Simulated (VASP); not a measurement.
A run of VASP 6.6.1:

Contents of INCAR:

```
PREC = Accurate ; ENCUT = 520
EDIFF = 1E-6 ; ISMEAR = -1
SIGMA = 0.05 ; LREAL = False
LASPH = True ; NELM = 60
ALGO = Normal ; ISIF = 2
LWAVE = False ; LCHARG = False
GGA = PS ; NBANDS = 21
```

Contents of KPOINTS:

```
Automatic mesh
0
Gamma
  11 11 11
```

The input POSCAR:

```
Ge
1.0
   -2.4846596986      2.4846596986      1.3448588405
    2.4846596986     -2.4846596986      1.3448588405
    2.4846596986      2.4846596986     -1.3448588405
Ge
2
Direct
    0.5000000000      0.5000000000      0.0000000000
    0.2500000000      0.7500000000      0.5000000000
```

Potentials or basis: VASP PAW PBE potentials, release 64 (Ge_d).

The run is started by

```console
$ cat potpaw_PBE.64/Ge_d/POTCAR > POTCAR
$ mpirun -np 1 vasp_std > vasp.out
```

Hardware: 1 thread of Intel(R) Xeon(R) 6975P-C (Granite Rapids), on a shared host.

**Question.** Estimate the wall time of this run.

**Answer.** Run time: 32 s on 1 thread of Intel(R) Xeon(R) 6975P-C (Granite Rapids), with other jobs on the host, peak memory 0.19 GiB. Counts: scf iterations 10, k points 126.
